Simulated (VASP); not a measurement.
# PtSe2 (P-3m1) in VASP: further runs

PtSe2 is run at these levels: PBE; tasks: single point.

Program: VASP 6.6.1. These are calculated values, not measurements. Logs are shortened: lines on timing, memory, paths and dates and some standing lists are left out, and cuts for length are marked.

**1. The cell of the first run**

It takes space group P-3m1 (No. 164, trigonal). Conventional cell: a = 3.724 Å, b = 3.724 Å, c = 5.264 Å, α = 90.00°, β = 90.00°, γ = 120.00°. Pt (site symmetry -3m) has 6 Se at 2.52 Å within 3.3 Å. Within 3.3 Å of Se (site symmetry 3m) lie 3 Pt at 2.52 Å.

**2. Single point, PBE (strain +0.000 along x and y, +0.040 along z)**

INCAR

```
SYSTEM = PtSe2
PREC     = Accurate       ! precision mode
ENCUT    = 520            ! plane-wave cutoff, eV
EDIFF    = 1E-6           ! SCF threshold, eV
ISMEAR   = 0              ! smearing method
SIGMA    = 0.15           ! smearing width, eV
LREAL    = .False.        ! projectors in reciprocal space
LASPH    = .True.         ! aspherical terms in the spheres
NELM     = 100            ! most SCF steps
ALGO     = Normal         ! electronic algorithm
ISIF     = 2              ! what is computed and relaxed
LWAVE    = .False.        ! write WAVECAR
LCHARG   = .True.         ! write CHGCAR
GGA      = PE             ! functional
LELF     = .True.         ! ELF
LVHAR    = .True.       
NBANDS   = 18             ! bands
```

KPOINTS

```
regular mesh
0
Gamma
  12 12 10
  0 0 0
```

POSCAR

```
PtSe2
1.0
    3.7240006046      0.0000000000      0.0000000000
   -1.8620003023      3.2250791273      0.0000000000
    0.0000000000      0.0000000000      5.2644800000
Pt Se
1 2
Direct
    0.0000000000      0.0000000000      0.0000000000
    0.3333333333      0.6666666667      0.2500000000
    0.6666666667      0.3333333333      0.7500000000
```

Potentials or basis: VASP PAW PBE potentials, release 64 (Pt, Se).

Started as:

```
$ cat potpaw_PBE.64/Pt/POTCAR potpaw_PBE.64/Se/POTCAR > POTCAR
$ mpirun -np 1 vasp_std > vasp.out
```

OUTCAR:

```text
SYSTEM = PtSe2
   PREC = Accurate
   ENCUT = 520
   EDIFF = 1E-6
   ISMEAR = 0
   LREAL = .False.
   LASPH = .True.
   NELM = 100
   ISIF = 2
   GGA = PE

 ion  position               nearest neighbor table
   1  0.000  0.000  0.000-   2 2.52   3 2.52   3 2.52   2 2.52   3 2.52   2 2.52
   2  0.333  0.667  0.250-   1 2.52   1 2.52   1 2.52
   3  0.667  0.333  0.750-   1 2.52   1 2.52   1 2.52

  LATTYP: Found a hexagonal cell.
 ALAT       =     3.7240006046
 C/A-ratio  =     1.4136624987

  Lattice vectors:

 A1 = (   3.7240006046,   0.0000000000,   0.0000000000)
 A2 = (  -1.8620003023,   3.2250791273,   0.0000000000)
 A3 = (   0.0000000000,   0.0000000000,   5.2644800000)

Analysis of symmetry for initial positions (statically):
=====================================================================
 Subroutine PRICEL returns:
 Original cell was already a primitive cell.

 Routine SETGRP: Setting up the symmetry group for a
 hexagonal supercell.

 Subroutine GETGRP returns: Found 12 space group operations
 (whereof 12 operations were pure point group operations)
 out of a pool of 24 trial point group operations.

The static configuration has the point symmetry D_3d.

Analysis of symmetry for dynamics (positions and initial velocities):
=====================================================================
 Subroutine PRICEL returns:
 Original cell was already a primitive cell.

 Routine SETGRP: Setting up the symmetry group for a
 hexagonal supercell.

 Subroutine GETGRP returns: Found 12 space group operations
 (whereof 12 operations were pure point group operations)
 out of a pool of 24 trial point group operations.

The dynamic configuration has the point symmetry D_3d.

 Subroutine INISYM returns: Found 12 space group operations
 (whereof 12 operations are pure point group operations),
 and found     1 'primitive' translations

----------------------------------------------------------------------------------------

                                     Primitive cell

  volume of cell :      63.2274

  direct lattice vectors                    reciprocal lattice vectors
     3.724000605  0.000000000  0.000000000     0.268528420  0.155034956  0.000000000
    -1.862000302  3.225079127  0.000000000     0.000000000  0.310069912  0.000000000
     0.000000000  0.000000000  5.264480000     0.000000000  0.000000000  0.189952284

  length of vectors
[... 76 lines left out ...]
   ISTART =      0    job   : 0-new  1-cont  2-samecut
   ICHARG =      2    charge: 1-file 2-atom 10-const
   ISPIN  =      1    spin polarized calculation?
   LNONCOLLINEAR =      F non collinear calculations
   LSORBIT =      F    spin-orbit coupling
   LASPH  =      T    aspherical Exc in radial PAW
   ENCUT  =  520.0 eV  38.22 Ry    6.18 a.u.   6.92  6.92  9.79*2*pi/ulx,y,z
   NELM   =    100;   NELMIN=  2; NELMDL= -5     # of ELM steps
   EDIFF  = 0.1E-05   stopping-criterion for ELM
   LREAL  =      F    real-space projection
   EDIFFG = 0.1E-04   stopping-criterion for IOM
   NSW    =      0    number of steps for IOM
   IBRION =     -1    ionic relax: 0-MD 1-quasi-New 2-CG
   NFREE  =      0    steps in history (QN), initial steepest desc. (CG)
   ISIF   =      2    stress and relaxation
   ISYM   =      2    0-nonsym 1-usesym 2-fastsym
   POTIM  = 0.5000    time-step for ionic-motion
   TEBEG  =    0.0;   TEEND  =   0.0 temperature during run
   PSTRESS=    0.0 pullay stress
   NELECT =      22.0000    total number of electrons
   NUPDOWN=      -1.0000    fix difference up-down
   EMIN   =  10.00;   EMAX   =-10.00  energy-range for DOS
   EFERMI =   0.00;   METHOD = LEGACY
   ISMEAR =     0;   SIGMA  =   0.15  broadening in eV -4-tet -1-fermi 0-gaus
   EFERMI_NEDOS =   21; number of points for ismear=-14 and -15
   IALGO  =     38    algorithm
   IMIX   =      4    mixing-type and parameters
     AMIX     =   0.40;   BMIX     =  1.00
     AMIX_MAG =   1.60;   BMIX_MAG =  1.00
  volume/ion in A,a.u.               =      21.08       142.23
  Fermi-wavevector in a.u.,A,eV,Ry     =   1.151456  2.175936 18.039284  1.325850
  Thomas-Fermi vector in A             =   2.288113
   LORBIT       =      0    0 simple, 1 ext, 2 COOP (PROOUT), +10 PAW based schemes
   GGA     = PE    functional components
   LHFCALC =     F    Hartree Fock is set to
   AEXX    =    0.0000 exact exchange contribution
   IVDW    =     0    specifies the selected vdW correction
   LEPSILON=     F    determine dielectric tensor
   LRPA    =     F    only Hartree local field effects (RPA)
 non-spin polarized calculation
 Gauss-broadening in eV      SIGMA  =   0.15
  energy-cutoff  :      520.00
  volume of cell :       63.23
 maximum number of plane-waves:      1725
   NGX = 13   NGY = 13   NGZ = 19

 number of electron      21.9999998 magnetization

 Free energy of the ion-electron system (eV)
  ---------------------------------------------------
  ext. energy  EPLUGINS =         0.00000000
  ---------------------------------------------------
  free energy    TOTEN  =       -14.24640195 eV

  energy without entropy =      -14.24072819  energy(sigma->0) =      -14.24356507

 E-fermi :   6.0015     XC(G=0): -10.4274

 val. band max:        5.9248215189   @ k =   0.0833  -0.0000   0.1000
 cond. band min:       6.0064035714   @ k =   0.0000   0.2500   0.3000
 fundamental gap:      0.0815820524
 Fermi energy:         6.0015452166

 k-point     1 :       0.0000    0.0000    0.0000
  band No.  band energies     occupation
      1      -9.3492      2.00000
      2      -6.8902      2.00000
      3      -0.9398      2.00000
      4      -0.1098      2.00000
      5      -0.1098      2.00000
      6       2.1721      2.00000
[... 481 lines left out ...]
      5       0.1536      2.00000
      6       1.6184      2.00000
[... 10 lines left out ...]
     17      14.6328      0.00000
     18      14.7078      0.00000

 [... further k-points ...]
[... 5 lines left out ...]
  --------------------------------------------------------------------------------------
  -------------------------------------------------------------------------------------
  Total        1.5453818      1.5453818      0.6252928      0.0000000     -0.0000000      0.0000000
  in kB       39.1598287     39.1598287     15.8448601      0.0000000     -0.0000000      0.0000000
  external PRESSURE =      31.3881725 kB  Pullay stress =       0.0000000 kB

 VOLUME and BASIS-vectors are now :
 -----------------------------------------------------------------------------
  energy-cutoff  :      520.00
  volume of cell :       63.23
      direct lattice vectors                 reciprocal lattice vectors
     3.724000605  0.000000000  0.000000000     0.268528420  0.155034956  0.000000000
    -1.862000302  3.225079127  0.000000000     0.000000000  0.310069912  0.000000000
     0.000000000  0.000000000  5.264480000     0.000000000  0.000000000  0.189952284

 POSITION                                       TOTAL-FORCE (eV/Angst)
 -----------------------------------------------------------------------------------
      0.00000      0.00000      0.00000         0.000000      0.000000      0.000000
     -0.00000      2.15005      1.31612        -0.000000      0.000000      0.014918
      1.86200      1.07503      3.94836         0.000000     -0.000000     -0.014918
 -----------------------------------------------------------------------------------
    total drift:                               -0.000000     -0.000000     -0.000000

  FREE ENERGIE OF THE ION-ELECTRON SYSTEM (eV)
  ---------------------------------------------------
  free  energy   TOTEN  =       -14.2464019523 eV

  energy  without entropy=      -14.2407281914  energy(sigma->0) =      -14.24356507
```

stdout:

```text
POSCAR found type information on POSCAR PtSe
 POSCAR found :  2 types and       3 ions
 scaLAPACK will be used
 LDA part: xc-table for (Slater+PW92), standard interpolation
 POSCAR, INCAR and KPOINTS ok, starting setup
 FFT: planning ... GRIDC
 FFT: planning ... GRID_SOFT
 FFT: planning ... GRID
 WAVECAR not read
 entering main loop
```

It took 80 s on 1 thread of Intel Xeon Platinum 8559C (Emerald Rapids), shared host; peak memory 0.31 GiB.

Results:

```yaml
Free_energy: -14.2464 eV
Pressure: 3.1 GPa
Largest_force: 0.015 eV/Å
Band_gap_on_the_k_mesh: zero (band 11 reaches 6.28 eV, above the bottom of band 12 at 6.01 eV)
```

Forces in eV/Å, atoms in the order of the input:
```
Pt   0.000  0.000  0.000
Se   0.000  0.000  0.015
Se   0.000  0.000 -0.015
```

Caveat: the cell differs from its parent crystal (strain +0.000 along x and y, +0.040 along z); spin-orbit coupling is left out, which moves the levels of the heavy elements.

**3. Single point, PBE (strain +0.080 along x and y, -0.080 along z)**

INCAR

```
ALGO     = Normal         # electronic algorithm
EDIFF    = 1E-6           # SCF threshold, eV
ENCUT    = 520            # plane-wave cutoff, eV
GGA      = PE             # functional
ISIF     = 2              # what is computed and relaxed
ISMEAR   = 0              # smearing method
LASPH    = True           # aspherical terms in the spheres
LCHARG   = False          # write CHGCAR
LREAL    = False          # projectors in reciprocal space
LWAVE    = False          # write WAVECAR
NBANDS   = 18             # bands
NELM     = 80             # most SCF steps
PREC     = Accurate       # precision mode
SIGMA    = 0.15           # smearing width, eV
```

KPOINTS

```
k-points
0
Gamma
  12 12 10
```

POSCAR

```
PtSe2
1.0
    4.0219206530      0.0000000000      0.0000000000
   -2.0109603265      3.4830854575      0.0000000000
    0.0000000000      0.0000000000      4.6570400000
Pt Se
1 2
Direct
    0.0000000000      0.0000000000      0.0000000000
    0.3333333333      0.6666666667      0.2500000000
    0.6666666667      0.3333333333      0.7500000000
```

Potentials or basis: VASP PAW PBE potentials, release 64 (Pt, Se).

Started as:

```
$ cat potpaw_PBE.64/Pt/POTCAR potpaw_PBE.64/Se/POTCAR > POTCAR
$ mpirun -np 1 vasp_std > vasp.out
```

OUTCAR:

```text
EDIFF = 1E-6
   ENCUT = 520
   GGA = PE
   ISIF = 2
   ISMEAR = 0
   LASPH = True
   LREAL = False
   NELM = 80
   PREC = Accurate

 ion  position               nearest neighbor table
   1  0.000  0.000  0.000-   2 2.60   3 2.60   2 2.60   3 2.60   3 2.60   2 2.60
   2  0.333  0.667  0.250-   1 2.60   1 2.60   1 2.60
   3  0.667  0.333  0.750-   1 2.60   1 2.60   1 2.60

  LATTYP: Found a hexagonal cell.
 ALAT       =     4.0219206530
[... 198 lines left out ...]
      5      -0.4133      2.00000
      6       2.1783      2.00000
[... 481 lines left out ...]
      5       0.2448      2.00000
      6       1.5853      2.00000
[... 10 lines left out ...]
     17      13.5054      0.00000
     18      14.3914      0.00000

 [... further k-points ...]
[... 5 lines left out ...]
  --------------------------------------------------------------------------------------
  -------------------------------------------------------------------------------------
  Total       -3.5269470     -3.5269470      0.4138201      0.0000000     -0.0000000     -0.0000000
  in kB      -86.6167563    -86.6167563     10.1628274      0.0000000     -0.0000000     -0.0000000
  external PRESSURE =     -54.3568951 kB  Pullay stress =       0.0000000 kB

 VOLUME and BASIS-vectors are now :
 -----------------------------------------------------------------------------
  energy-cutoff  :      520.00
  volume of cell :       65.24
      direct lattice vectors                 reciprocal lattice vectors
     4.021920653  0.000000000  0.000000000     0.248637426  0.143550885  0.000000000
    -2.010960326  3.483085458  0.000000000     0.000000000  0.287101770  0.000000000
     0.000000000  0.000000000  4.657040000     0.000000000  0.000000000  0.214728669

 POSITION                                       TOTAL-FORCE (eV/Angst)
 -----------------------------------------------------------------------------------
      0.00000      0.00000      0.00000         0.000000      0.000000      0.000000
     -0.00000      2.32206      1.16426        -0.000000      0.000000     -0.003598
      2.01096      1.16103      3.49278        -0.000000      0.000000      0.003598
 -----------------------------------------------------------------------------------
    total drift:                                0.000000      0.000000     -0.000000

  FREE ENERGIE OF THE ION-ELECTRON SYSTEM (eV)
  ---------------------------------------------------
  free  energy   TOTEN  =       -14.0247662907 eV

  energy  without entropy=      -14.0141915128  energy(sigma->0) =      -14.01947890
```

stdout:

```text
POSCAR found type information on POSCAR PtSe
 POSCAR found :  2 types and       3 ions
 scaLAPACK will be used
 LDA part: xc-table for (Slater+PW92), standard interpolation
 POSCAR, INCAR and KPOINTS ok, starting setup
 FFT: planning ... GRIDC
 FFT: planning ... GRID_SOFT
 FFT: planning ... GRID
 WAVECAR not read
 entering main loop
```

Wall time 73 s (1 thread of Intel Xeon Platinum 8559C (Emerald Rapids), shared host); peak memory 0.32 GiB.

Results:

- Free energy: -14.0248 eV
- Pressure: -5.4 GPa
- Largest force: 0.004 eV/Å
- Band gap on the k mesh: zero (band 11 reaches 6.16 eV, above the bottom of band 12 at 5.34 eV)

Forces in eV/Å, atoms in the order of the input:
```
Pt   0.000  0.000  0.000
Se   0.000  0.000 -0.004
Se   0.000  0.000  0.004
```

Stress tensor (GPa, compression positive):
```
-8.66  0.00  0.00
 0.00 -8.66  0.00
 0.00  0.00  1.02
```

Caveat: the cell differs from its parent crystal (strain +0.080 along x and y, -0.080 along z); spin-orbit coupling is left out, which moves the levels of the heavy elements.

**4. Single point, PBE (strain +0.000 along x and y, +0.080 along z)**

INCAR

```
SYSTEM = PtSe2
  PREC = Accurate
  ENCUT = 520
  EDIFF = 1E-6
  ISMEAR = 0
  SIGMA = 0.15
  LREAL = .False.
  LASPH = .True.
  NELM = 60
  ALGO = Normal
  ISIF = 2
  LWAVE = .False.
  LCHARG = .True.
  GGA = PE
  LELF = .True.
  LVHAR = .True.
  NBANDS = 18
```

KPOINTS

```
Automatic mesh
0
Gamma
  12 12 10
  0 0 0
```

POSCAR

```
PtSe2
1.0
    3.7240006046      0.0000000000      0.0000000000
   -1.8620003023      3.2250791273      0.0000000000
    0.0000000000      0.0000000000      5.4669600000
Pt Se
1 2
Direct
    0.0000000000      0.0000000000      0.0000000000
    0.3333333333      0.6666666667      0.2500000000
    0.6666666667      0.3333333333      0.7500000000
```

Started as:

```
$ cat potpaw_PBE.64/Pt/POTCAR potpaw_PBE.64/Se/POTCAR > POTCAR
$ mpirun -np 1 vasp_std > vasp.out
```

Run time: 70 s. Hardware: 1 thread of Intel Xeon Platinum 8559C (Emerald Rapids), shared host; peak memory 0.32 GiB.

Results (log left out):

- Free energy: -14.2406 eV
- Pressure: -0.4 GPa
- Largest force: 0.509 eV/Å
- Band gap on the k mesh: zero (band 11 reaches 5.65 eV, above the bottom of band 12 at 5.47 eV)

Forces in eV/Å, atoms in the order of the input:
```
Pt   0.000  0.000  0.000
Se   0.000  0.000 -0.509
Se   0.000  0.000  0.509
```

Stress tensor (GPa, compression positive):
```
 0.60  0.00  0.00
 0.00  0.60  0.00
 0.00  0.00 -2.32
```

Levels at points of the mesh, in eV from the Fermi level:
```
           k point  band 7  band 8  band 9  band 10  band 11  band 12  band 13  band 14  band 15  band 16
(0.00, 0.00, 0.00)   -3.60   -2.54   -0.77    -0.77     0.17     1.55     1.55     3.92     4.16     7.65
(0.50, 0.00, 0.00)   -3.38   -3.09   -3.03    -2.85    -2.67     0.76     2.07     4.64     5.69     6.99
(0.00, 0.00, 0.50)   -3.62   -2.79   -1.80    -1.08    -1.08     2.13     2.13     4.92     6.02     7.28
(0.50, 0.00, 0.50)   -3.32   -3.04   -2.77    -2.34    -1.50     1.10     1.55     4.03     4.87     6.72
```

Caveat: the cell differs from its parent crystal (strain +0.000 along x and y, +0.080 along z); spin-orbit coupling is left out, which moves the levels of the heavy elements.

**5. Single point, PBE (strain +0.040 along x and y, +0.000 along z)**

INCAR

```
PREC = Accurate
ENCUT = 520
EDIFF = 1E-7
ISMEAR = 0
SIGMA = 0.15
LREAL = False
LASPH = True
NELM = 60
ALGO = Normal
ISIF = 2
LWAVE = False
LCHARG = False
GGA = PE
NBANDS = 18
```

KPOINTS

```
Automatic mesh
0
Gamma
  12 12 10
```

POSCAR

```
PtSe2
1.0
    3.8729606288      0.0000000000      0.0000000000
   -1.9364803144      3.3540822924      0.0000000000
    0.0000000000      0.0000000000      5.0620000000
Pt Se
1 2
Direct
    0.0000000000      0.0000000000      0.0000000000
    0.3333333333      0.6666666667      0.2500000000
    0.6666666667      0.3333333333      0.7500000000
```

Started as:

```
$ cat potpaw_PBE.64/Pt/POTCAR potpaw_PBE.64/Se/POTCAR > POTCAR
$ mpirun -np 1 vasp_std > vasp.out
```

Wall time 1.8 min (1 thread of Intel Xeon Platinum 8559C (Emerald Rapids), shared host); peak memory 0.32 GiB.

The run converged. Its results:

- Free energy: -14.2304 eV
- Pressure: -3.2 GPa
- Largest force: 0.221 eV/Å
- Band gap on the k mesh: zero (band 11 reaches 5.93 eV, above the bottom of band 12 at 5.42 eV)

Forces on the atoms (eV/Å):
```
Pt   0.000  0.000  0.000
Se   0.000  0.000 -0.221
Se   0.000  0.000  0.221
```

Stress tensor (GPa, compression positive):
```
-4.41  0.00  0.00
 0.00 -4.41  0.00
 0.00  0.00 -0.89
```

Levels at points of the mesh, in eV from the Fermi level:
```csv
k point,band 9,band 10,band 11,band 12,band 13,band 14
"(0.00, 0.00, 0.00)",-1.02,-1.02,0.48,1.26,1.26,3.59
"(0.50, 0.00, 0.00)",-3.14,-3.08,-2.72,0.59,2.15,4.53
"(0.00, 0.00, 0.50)",-1.67,-1.46,-1.46,2.05,2.05,4.89
"(0.50, 0.00, 0.50)",-2.88,-2.63,-1.11,0.90,1.19,4.47
```

Caveat: the cell differs from its parent crystal (strain +0.040 along x and y, +0.000 along z); spin-orbit coupling is left out, which moves the levels of the heavy elements.

**6. Summary**

```tsv
cell	gap on the mesh (eV)	pressure (GPa)	largest force (eV/Å)
a = 3.724, b = 3.724, c = 5.264 Å, angles 90.0, 90.0, 120.0°, 3 atoms	none	3.1	0.01
a = 4.022, b = 4.022, c = 4.657 Å, angles 90.0, 90.0, 120.0°, 3 atoms	none	-5.4	-
a = 3.724, b = 3.724, c = 5.467 Å, angles 90.0, 90.0, 120.0°, 3 atoms	none	-0.4	0.51
a = 3.873, b = 3.873, c = 5.062 Å, angles 90.0, 90.0, 120.0°, 3 atoms	none	-3.2	0.22
```

Alike in all rows: task single point; level PBE; potentials or basis VASP PAW PBE potentials, release 64 (Pt, Se); no spin polarisation; k mesh 12 × 12 × 10; cutoff (eV) 520; smearing gaussian 0.15 eV.

Caveats: spin-orbit coupling is left out, which moves the levels of the heavy elements.

Total energies depend on the potentials used, so only differences within one code and one set of settings carry meaning.
